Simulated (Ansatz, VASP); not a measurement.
Two plane-wave programs on Al3NiIr

```xyz
5
Lattice="4.3277 0.0000 0.0000 0.0000 4.3277 0.0000 0.0000 0.0000 4.3277" Properties=species:S:1:pos:R:3 pbc="T T T"
Al    2.1639    2.1639    0.0000
Al    2.1639    0.0000    2.1639
Al    0.0000    2.1639    2.1639
Ni    2.1639    2.1639    2.1639
Ir    0.0000    0.0000    0.0000
```

Change from the starting cell: species swapped into the InCo3N type (Pm-3m, No. 221).

Alike in both runs: functional PBE; k mesh 10 × 10 × 10; occupations gaussian, width 0.1 eV; no spin polarisation.

Ansatz relaxed the structure, and its values are those at the end. VASP's run is a single point on that final structure, the one shown.

|  | VASP | Ansatz |
| --- | --- | --- |
| version | VASP 6.6.1 | Ansatz 0.2.0 |
| potentials or method | VASP PAW PBE potentials, release 64 (Al, Ni, Ir), cutoff 520 eV | scalar-relativistic, plane waves, PAW |
| valence electrons in the cell | 28 | 44 |

VASP gave:

```
gap on the k mesh at the Fermi level (eV) : none
pressure (GPa)                            : -0.2
```

Question: Which values does Ansatz return?

Answer: gap on the k mesh at the Fermi level (eV): none; pressure (GPa): 0.0.

A gap of «none» marks a metal or a gap that the smearing closes. With one functional, cell and mesh, what is left measures potentials, basis and numerics. VASP's potentials hold 28 valence electrons a cell and Ansatz's 44, so a difference there can come from the potentials and not from the codes.

Spin-orbit coupling is off throughout.
